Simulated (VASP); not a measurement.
Write the native input for VASP 6.6.1 that does the following.

| Property | Result |
| --- | --- |
| Task | single point |
| Functional | PBE |
| Potentials or basis | VASP PAW PBE potentials, release 64 (Cd, Te, O) |
| Cutoff | 520 eV |
| k mesh | 2 × 2 × 3 |
| Occupations | gaussian, width 0.15 eV |
| Spin | no spin polarisation |
| Dipole correction | no |
| Further INCAR settings | ALGO = Normal; EDIFF = 1e-06; NBANDS = 46 |

The structure of Cd4TeO3 lies in POSCAR:

```
Cd4TeO3
1.0
    8.6642519671      0.0000000000      0.0000000000
    0.0000000000      8.6642519671      0.0000000000
    0.0000000000      0.0000000000      4.1202662249
Cd Te O
4 1 3
Direct
    0.3382565878      0.0000000000      0.5000000000
    0.6617434122      0.0000000000      0.5000000000
    0.0000000000      0.3382565878      0.5000000000
    0.0000000000      0.6617434122      0.5000000000
    0.0000000000      0.0000000000      0.5000000000
    0.5000000000      0.5000000000      0.6527630411
    0.5000000000      0.5000000000      0.3472369589
    0.0000000000      0.0000000000      0.0000000000
```

These files were run (other wordings do the same):

INCAR

```
PREC = Accurate
ENCUT = 520
EDIFF = 1E-6
ISMEAR = 0
SIGMA = 0.15
LREAL = False
LASPH = True
NELM = 100
ALGO = Normal
ISIF = 2
LWAVE = False
LCHARG = False
GGA = PE
NBANDS = 46
```

KPOINTS

```
Automatic mesh
0
Gamma
  2 2 3
```

Potentials or basis: VASP PAW PBE potentials, release 64 (Cd, Te, O).

The run is started by

```console
$ cat potpaw_PBE.64/Cd/POTCAR potpaw_PBE.64/Te/POTCAR potpaw_PBE.64/O/POTCAR > POTCAR
$ mpirun -np 1 vasp_std > vasp.out
```

Results of the run:

* Pressure: 0.7 GPa
* Largest force: 0.869 eV/Å
* Band gap on the k mesh: zero (band 36 reaches -0.45 eV, above the bottom of band 37 at -0.70 eV)

Caveat: the k points lie up to 0.51 Å⁻¹ apart; the standard files for N, O and F lose accuracy on very short bonds; spin-orbit coupling is left out, which moves the levels of the heavy elements.

Wall time 2 min on 1 thread of Intel Xeon 6975P-C, on a shared host, peak memory 0.4 GiB.
